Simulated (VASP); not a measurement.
Sb: single point with PBEsol

The system is Sb.

```
Sb
1.0
     0.00000    3.39340    3.39340
     3.39340    0.00000    3.39340
     3.39340    3.39340    0.00000
Sb
2
Direct
  0.12500 0.12500 0.12500
  0.87500 0.87500 0.87500
```

This cell differs from its parent crystal: volume scaled by 0.96.

```json
{"Program": "VASP 6.6.1", "Task": "single point", "Functional": "PBEsol", "Potentials or basis": "VASP PAW PBE potentials, release 64 (Sb)", "Cutoff": "520 eV", "k mesh": "9 × 9 × 9", "Occupations": "fermi-dirac, width 0.1 eV", "Spin": "no spin polarisation"}
```

The pressure is 1.6 GPa and the band gap on the k mesh is zero (band 5 reaches 5.09 eV, above the bottom of band 6 at 4.08 eV).

Levels at points of the mesh, in eV from the Fermi level:
```tsv
k point	band 3	band 4	band 5	band 6	band 7	band 8
(0.00, 0.00, 0.00)	-1.86	-1.86	-1.86	0.51	0.51	0.51
```

Run time: 9.7 s on 1 thread of Intel(R) Xeon(R) 6975P-C (Granite Rapids), with other jobs on the host, peak memory 0.2 GiB.

Caveat: the PAW data sets were made with another functional, which shifts forces and pressure a little; spin-orbit coupling is left out, which moves the levels of the heavy elements.
